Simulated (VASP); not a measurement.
# SnSe2 (P-3m1) in VASP: single point with PBE-based screened hybrid with 35 % exact exchange

Aim: the single point of SnSe2 with PBE-based screened hybrid with 35 % exact exchange.

All numbers are computed with VASP 6.6.1; they aren't measurements. Logs are shortened: lines on timing, memory, paths and dates and some standing lists are left out, and cuts for length are marked.

## Step 1: The cell of the first run

Symmetry: P-3m1, No. 164, trigonal system. The conventional cell has a = 3.811 Å, b = 3.811 Å, c = 6.136 Å, α = 90.00°, β = 90.00°, γ = 120.00°. Within 3.5 Å of Sn (site symmetry -3m) lie 6 Se at 2.68 Å. Se (site symmetry 3m) has 3 Sn at 2.68 Å within 3.5 Å.

## Step 2: Single point, PBE-based screened hybrid with 35 % exact exchange

Contents of POSCAR:

```
SnSe2
1.0
    3.8110000000      0.0000000000      0.0000000000
   -1.9055000000      3.3004228138      0.0000000000
    0.0000000000      0.0000000000      6.1360000000
Sn Se
1 2
Direct
    0.0000000000      0.0000000000      0.0000000000
    0.3333330000      0.6666670000      0.2490000000
    0.6666670000      0.3333330000      0.7510000000
```

Contents of INCAR.step1:

```
PREC = Accurate ; ENCUT = 400
EDIFF = 1E-5 ; ISMEAR = 0
SIGMA = 0.02 ; LREAL = False
LASPH = True ; NELM = 120
ALGO = Normal ; ISIF = 2
LWAVE = True ; LCHARG = False
GGA = PE ; NBANDS = 20
GGA_COMPAT = False
```

Contents of INCAR.step2:

```
PREC = Accurate ; ENCUT = 400
EDIFF = 1E-6 ; ISMEAR = 0
SIGMA = 0.02 ; LREAL = False
LASPH = True ; NELM = 120
ALGO = Normal ; ISIF = 2
LWAVE = False ; LCHARG = False
GGA = PE ; LHFCALC = True
AEXX = 0.35 ; HFSCREEN = 0.20786987370883472
PRECFOCK = Normal ; ISTART = 1
NBANDS = 20 ; GGA_COMPAT = False
```

Contents of KPOINTS:

```
Automatic mesh
0
Gamma
  6 6 2
```

Potentials or basis: VASP PAW PBE potentials, release 64 (Sn_d, Se).

The run is started by

```bash
$ cat potpaw_PBE.64/Sn_d/POTCAR potpaw_PBE.64/Se/POTCAR > POTCAR
$ cp INCAR.step1 INCAR
$ mpirun -np 1 vasp_std > vasp.out
$ cp INCAR.step2 INCAR
$ mpirun -np 1 vasp_std > vasp.out
```

OUTCAR:

```text
PREC = Accurate
   ENCUT = 400
   EDIFF = 1E-6
   ISMEAR = 0
   LREAL = False
   LASPH = True
   NELM = 120
   ISIF = 2
   GGA = PE
   LHFCALC = True
   AEXX = 0.35
   HFSCREEN = 0.20786987370883472
   PRECFOCK = Normal
   ISTART = 1

 ion  position               nearest neighbor table
   1  0.000  0.000  0.000-   2 2.68   3 2.68   2 2.68   3 2.68   3 2.68   2 2.68
   2  0.333  0.667  0.249-   1 2.68   1 2.68   1 2.68
   3  0.667  0.333  0.751-   1 2.68   1 2.68   1 2.68

  LATTYP: Found a hexagonal cell.
 ALAT       =     3.8110000000
 C/A-ratio  =     1.6100760955

  Lattice vectors:

 A1 = (   3.8110000000,   0.0000000000,   0.0000000000)
 A2 = (  -1.9055000000,   3.3004228138,   0.0000000000)
 A3 = (   0.0000000000,   0.0000000000,   6.1360000000)

Analysis of symmetry for initial positions (statically):
=====================================================================
 Subroutine PRICEL returns:
 Original cell was already a primitive cell.

 Routine SETGRP: Setting up the symmetry group for a
 hexagonal supercell.

 Subroutine GETGRP returns: Found 12 space group operations
 (whereof 12 operations were pure point group operations)
 out of a pool of 24 trial point group operations.

The static configuration has the point symmetry D_3d.

Analysis of symmetry for dynamics (positions and initial velocities):
=====================================================================
 Subroutine PRICEL returns:
 Original cell was already a primitive cell.

 Routine SETGRP: Setting up the symmetry group for a
 hexagonal supercell.

 Subroutine GETGRP returns: Found 12 space group operations
 (whereof 12 operations were pure point group operations)
 out of a pool of 24 trial point group operations.

The dynamic configuration has the point symmetry D_3d.

 Subroutine INISYM returns: Found 12 space group operations
 (whereof 12 operations are pure point group operations),
 and found     1 'primitive' translations

----------------------------------------------------------------------------------------

                                     Primitive cell

  volume of cell :      77.1781

  direct lattice vectors                    reciprocal lattice vectors
     3.811000000  0.000000000  0.000000000     0.262398321  0.151495741  0.000000000
    -1.905500000  3.300422814  0.000000000     0.000000000  0.302991482  0.000000000
     0.000000000  0.000000000  6.136000000     0.000000000  0.000000000  0.162972621

  length of vectors
     3.811000000  3.811000000  6.136000000     0.302991482  0.302991482  0.162972621

  position of ions in fractional coordinates (direct lattice)
     0.000000000  0.000000000  0.000000000
     0.333333000  0.666667000  0.249000000
     0.666667000  0.333333000  0.751000000

  ion indices of the primitive-cell ions
   primitive index   ion index
                 1           1
                 2           2
                 3           3

----------------------------------------------------------------------------------------

 KPOINTS: Automatic mesh

Automatic generation of k-mesh.
 Grid dimensions read from file:
 generate k-points for:    6    6    2

 Generating k-lattice:

  Cartesian coordinates                     Fractional coordinates (reciprocal lattice)
     0.043733053  0.025249290  0.000000000     0.166666667  0.000000000  0.000000000
     0.000000000  0.050498580  0.000000000     0.000000000  0.166666667  0.000000000
     0.000000000  0.000000000  0.081486310     0.000000000  0.000000000  0.500000000

  Length of vectors
     0.050498580  0.050498580  0.081486310

  Shift w.r.t. Gamma in fractional coordinates (k-lattice)
     0.000000000  0.000000000  0.000000000

 Subroutine IBZKPT returns following result:
 ===========================================

 Found     14 irreducible k-points:

 Following reciprocal coordinates:
            Coordinates               Weight
  0.000000  0.000000  0.000000      1.000000
  0.166667 -0.000000  0.000000      6.000000
  0.333333  0.000000  0.000000      6.000000
  0.500000  0.000000  0.000000      3.000000
  0.166667  0.166667  0.000000      6.000000
  0.333333  0.166667  0.000000     12.000000
  0.333333  0.333333  0.000000      2.000000
  0.000000  0.000000  0.500000      1.000000
  0.166667 -0.000000  0.500000      6.000000
  0.333333  0.000000  0.500000      6.000000
  0.500000  0.000000  0.500000      3.000000
  0.166667  0.166667  0.500000      6.000000
  0.333333  0.166667  0.500000     12.000000
  0.333333  0.333333  0.500000      2.000000
   k-points           NKPTS =     14   k-points in BZ     NKDIM =     72   number of bands    NBANDS=     20
   number of dos      NEDOS =    301   number of ions     NIONS =      3
   total plane-waves  NPLWV =  31360
   dimension x,y,z NGX =    28 NGY =   28 NGZ =   40
   dimension x,y,z NGXF=    56 NGYF=   56 NGZF=   80
   ions per type =               1   2
   NGX,Y,Z   is equivalent  to a cutoff of  12.21, 12.21, 10.84 a.u.
   NGXF,Y,Z  is equivalent  to a cutoff of  24.43, 24.43, 21.67 a.u.
 SYSTEM =  unknown system
   PREC   = accura    normal or accurate (medium, high low for compatibility)
   ISTART =      1    job   : 0-new  1-cont  2-samecut
   ICHARG =      0    charge: 1-file 2-atom 10-const
   ISPIN  =      1    spin polarized calculation?
   LNONCOLLINEAR =      F non collinear calculations
   LSORBIT =      F    spin-orbit coupling
   LASPH  =      T    aspherical Exc in radial PAW
   ENCUT  =  400.0 eV  29.40 Ry    5.42 a.u.   6.21  6.21 10.01*2*pi/ulx,y,z
   NELM   =    120;   NELMIN=  2; NELMDL=  0     # of ELM steps
   EDIFF  = 0.1E-05   stopping-criterion for ELM
   LREAL  =      F    real-space projection
   EDIFFG = 0.1E-04   stopping-criterion for IOM
   NSW    =      0    number of steps for IOM
   IBRION =     -1    ionic relax: 0-MD 1-quasi-New 2-CG
   NFREE  =      0    steps in history (QN), initial steepest desc. (CG)
   ISIF   =      2    stress and relaxation
   ISYM   =      3    0-nonsym 1-usesym 2-fastsym
   POTIM  = 0.5000    time-step for ionic-motion
   TEBEG  =    0.0;   TEEND  =   0.0 temperature during run
   PSTRESS=    0.0 pullay stress
   NELECT =      26.0000    total number of electrons
   NUPDOWN=      -1.0000    fix difference up-down
   EMIN   =  10.00;   EMAX   =-10.00  energy-range for DOS
   EFERMI =   0.00;   METHOD = LEGACY
   ISMEAR =     0;   SIGMA  =   0.02  broadening in eV -4-tet -1-fermi 0-gaus
   EFERMI_NEDOS =   21; number of points for ismear=-14 and -15
   IALGO  =     38    algorithm
   IMIX   =      1    mixing-type and parameters
     AMIX     =   0.40;   BMIX     =  1.00
     AMIX_MAG =   1.60;   BMIX_MAG =  1.00
  volume/ion in A,a.u.               =      25.73       173.61
  Fermi-wavevector in a.u.,A,eV,Ry     =   1.139116  2.152617 17.654722  1.297585
  Thomas-Fermi vector in A             =   2.275820
   LORBIT       =      0    0 simple, 1 ext, 2 COOP (PROOUT), +10 PAW based schemes
   GGA     = PE    functional components
   LHFCALC =     T    Hartree Fock is set to
   PRECFOCK=normal    Normal, Fast or Accurate (Low or Medium for compatibility)
   ENCUT4O =  -1.0   cutoff for four orbital integrals eV
   NKREDX  =     1    reduce k-point grid by
   NKREDY  =     1    reduce k-point grid by
   NKREDZ  =     1    reduce k-point grid by
   AEXX    =    0.3500 exact exchange contribution
   HFSCREEN=    0.2079 screening length (either q_TF or 0.3 A-1)
   HFSCREENC=   0.2079 screening length for correlation (either q_TF or 0.3 A-1)
   ENCUTFOCK=  -1.0 apply spherical cutoff to Coloumb kernel
   IVDW    =     0    specifies the selected vdW correction
   LEPSILON=     F    determine dielectric tensor
   LRPA    =     F    only Hartree local field effects (RPA)
 non-spin polarized calculation
 Gauss-broadening in eV      SIGMA  =   0.02
  energy-cutoff  :      400.00
  volume of cell :       77.18
 maximum number of plane-waves:      1422
 NGX is ok and might be reduce to    28
  NGX = 20; NGY = 20; NGZ = 32

 number of electron      26.0000016 magnetization

 Free energy of the ion-electron system (eV)
  ---------------------------------------------------
  ext. energy  EPLUGINS =         0.00000000
  ---------------------------------------------------
  free energy    TOTEN  =       -15.69853159 eV

  energy without entropy =      -15.69853159  energy(sigma->0) =      -15.69853159

 E-fermi :   3.4466     XC(G=0):  -7.2211

 val. band max:        3.3290363720   @ k =   0.0000   0.0000   0.0000
 cond. band min:       5.2367925660   @ k =   0.5000   0.0000   0.5000
 fundamental gap:      1.9077561940
 Fermi energy:         3.4466075437

 k-point     1 :       0.0000    0.0000    0.0000
  band No.  band energies     occupation
      1     -20.7324      2.00000
      2     -20.7323      2.00000
      3     -20.6670      2.00000
      4     -20.6517      2.00000
      5     -20.6517      2.00000
      6     -12.4516      2.00000
[... 12 lines left out ...]
     19      13.7562      0.00000
     20      13.7562      0.00000

 k-point     2 :       0.1667   -0.0000    0.0000
  band No.  band energies     occupation
      1     -20.7489      2.00000
      2     -20.7258      2.00000
      3     -20.6614      2.00000
      4     -20.6539      2.00000
      5     -20.6473      2.00000
      6     -12.1371      2.00000
[... 12 lines left out ...]
     19      13.0542      0.00000
     20      14.0570      0.00000

 k-point     3 :       0.3333    0.0000    0.0000
  band No.  band energies     occupation
      1     -20.7835      2.00000
      2     -20.7178      2.00000
      3     -20.6684      2.00000
      4     -20.6380      2.00000
      5     -20.6332      2.00000
      6     -11.2927      2.00000
[... 12 lines left out ...]
     19      13.8372      0.00000
     20      14.7022      0.00000

 k-point     4 :       0.5000    0.0000    0.0000
  band No.  band energies     occupation
      1     -20.8012      2.00000
      2     -20.7160      2.00000
      3     -20.6729      2.00000
      4     -20.6288      2.00000
      5     -20.6238      2.00000
      6     -10.5514      2.00000
[... 199 lines left out ...]
 k-point    13 :       0.3333    0.1667    0.5000
  band No.  band energies     occupation
      1     -20.7856      2.00000
      2     -20.7298      2.00000
      3     -20.6634      2.00000
      4     -20.6378      2.00000
      5     -20.6268      2.00000
      6     -10.5158      2.00000
[... 12 lines left out ...]
     19      13.2465      0.00000
     20      14.5697      0.00000

 k-point    14 :       0.3333    0.3333    0.5000
  band No.  band energies     occupation
      1     -20.7606      2.00000
      2     -20.7606      2.00000
      3     -20.6454      2.00000
      4     -20.6454      2.00000
      5     -20.6331      2.00000
      6      -9.9976      2.00000
[... 12 lines left out ...]
     19      13.8652      0.00000
     20      13.9315      0.00000

------------------------ aborting loop because EDIFF is reached ----------------------------------------

  FORCE on cell =-STRESS in cart. coord.  units (eV):
  Direction    XX          YY          ZZ          XY          YZ          ZX
  --------------------------------------------------------------------------------------
  -------------------------------------------------------------------------------------
  Total        0.4457509      0.4457509      1.0964088     -0.0000000     -0.0000000      0.0000000
  in kB        9.2535617      9.2535617     22.7608885     -0.0000000     -0.0000000      0.0000000
  external PRESSURE =      13.7560040 kB  Pullay stress =       0.0000000 kB

 VOLUME and BASIS-vectors are now :
 -----------------------------------------------------------------------------
  energy-cutoff  :      400.00
  volume of cell :       77.18
      direct lattice vectors                 reciprocal lattice vectors
     3.811000000  0.000000000  0.000000000     0.262398321  0.151495741  0.000000000
    -1.905500000  3.300422814  0.000000000     0.000000000  0.302991482  0.000000000
     0.000000000  0.000000000  6.136000000     0.000000000  0.000000000  0.162972621

 POSITION                                       TOTAL-FORCE (eV/Angst)
 -----------------------------------------------------------------------------------
      0.00000      0.00000      0.00000        -0.000000      0.000000      0.000000
     -0.00000      2.20028      1.52786        -0.000000      0.000000      0.137803
      1.90550      1.10014      4.60814         0.000000      0.000000     -0.137803
 -----------------------------------------------------------------------------------
    total drift:                               -0.000000     -0.000000     -0.000001

  FREE ENERGIE OF THE ION-ELECTRON SYSTEM (eV)
  ---------------------------------------------------
  free  energy   TOTEN  =       -15.6985315908 eV

  energy  without entropy=      -15.6985315908  energy(sigma->0) =      -15.69853159
```

Run time: 23 min. Hardware: 1 thread of AMD EPYC 7R43 (Zen 3), shared host; peak memory 0.26 GiB.

Results:

| Quantity | Value |
| --- | --- |
| Free energy | -15.6985 eV |
| Pressure | 1.4 GPa |
| Largest force | 0.138 eV/Å |
| Band gap on the k mesh | 1.91 eV (least direct gap 2.29 eV) |

Forces on the atoms (eV/Å):
```
Sn   0.000  0.000  0.000
Se   0.000  0.000  0.138
Se   0.000  0.000 -0.138
```

Caveat: the k points lie up to 0.51 Å⁻¹ apart; the PAW data sets were made with another functional, which shifts forces and pressure a little; spin-orbit coupling is left out, which moves the levels of the heavy elements. A k mesh can miss the band edges.
